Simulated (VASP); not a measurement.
# Bi2Se3: single point with PBEsol

Bi2Se3:

```
Bi Se
1.0
     2.07150    1.19598    9.44988
    -2.07150    1.19598    9.44988
     0.00000   -2.39196    9.44988
Bi Se
2 3
Direct
  0.40080 0.40080 0.40080
  0.59920 0.59920 0.59920
  0.00000 0.00000 0.00000
  0.21170 0.21170 0.21170
  0.78830 0.78830 0.78830
```

This cell differs from its parent crystal: zz strain of -1 %.

```json
{
  "Program": "VASP 6.6.1",
  "Task": "single point",
  "Functional": "PBEsol",
  "Potentials or basis": "VASP PAW PBE potentials, release 64 (Bi_d, Se)",
  "Cutoff": "520 eV",
  "k mesh": "6 × 6 × 6",
  "Occupations": "fermi-dirac, width 0.03 eV",
  "Spin": "no spin polarisation",
  "Dipole correction": "no",
  "Further INCAR settings": "ALGO = Normal; EDIFF = 1e-07; NBANDS = 32"
}
```

```
Pressure               : 0.3 GPa
Largest force          : 0.213 eV/Å
Band gap on the k mesh : 0.10 eV
```

Forces on the atoms (eV/Å):
```
Bi   0.000  0.000 -0.213
Bi   0.000  0.000  0.213
Se   0.000  0.000  0.000
Se   0.000  0.000 -0.199
Se   0.000  0.000  0.199
```

Stress tensor (GPa, compression positive):
```
0.20 0.00 0.00
0.00 0.20 0.00
0.00 0.00 0.62
```

Levels at points of the mesh, in eV from the valence-band top:
```tsv
k point	band 20	band 21	band 22	band 23	band 24	band 25	band 26	band 27	band 28	band 29
(0.00, 0.00, 0.00)	-1.92	-1.92	-1.24	-1.24	0.00	0.10	1.33	1.33	2.06	2.72
(0.50, 0.00, 0.00)	-3.09	-3.04	-2.17	-1.24	-0.54	0.77	1.91	2.92	3.23	3.98
(0.50, 0.50, 0.00)	-2.63	-1.93	-1.91	-1.68	-0.96	1.32	1.94	2.62	2.99	3.55
(0.50, 0.50, 0.50)	-1.67	-1.61	-1.43	-1.43	-0.46	0.55	1.66	1.66	2.00	2.35
```

It took 9.8 min on 1 thread of AMD EPYC 7R43 64-Core Processor (Zen 3), on a shared host, peak memory 0.7 GiB.

Caveat: the cell differs from its parent crystal (zz strain of -1 %); the PAW data sets were made with another functional, which shifts forces and pressure a little; spin-orbit coupling is left out, which moves the levels of the heavy elements. A k mesh can miss the band edges.
